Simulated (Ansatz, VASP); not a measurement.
# One calculation of Cs, two programs

```xyz
1
Lattice="-3.1349 3.1349 3.1349 3.1349 -3.1349 3.1349 3.1349 3.1349 -3.1349" Properties=species:S:1:pos:R:3 pbc="T T T"
Cs    0.0000    0.0000    0.0000
```

Alike in both runs: task single point; functional r2SCAN; k mesh 6 × 6 × 6; occupations fermi-dirac, width 0.1 eV; no spin polarisation.

|  | VASP | Ansatz |
| --- | --- | --- |
| version | VASP 6.6.1 | Ansatz 0.2.0 |
| potentials or method | VASP PAW PBE potentials, release 64 (Cs_sv), cutoff 520 eV | plane waves (500 eV) with PAW, scalar-relativistic |
| valence electrons in the cell | 9 | 9 |

|  | VASP | Ansatz | Ansatz less VASP |
| --- | --- | --- | --- |
| pressure (GPa) | 0.0 | 0.0 | 0.00 |

VASP's potentials were made for PBE, not for r2SCAN.

Spin-orbit coupling is off throughout.
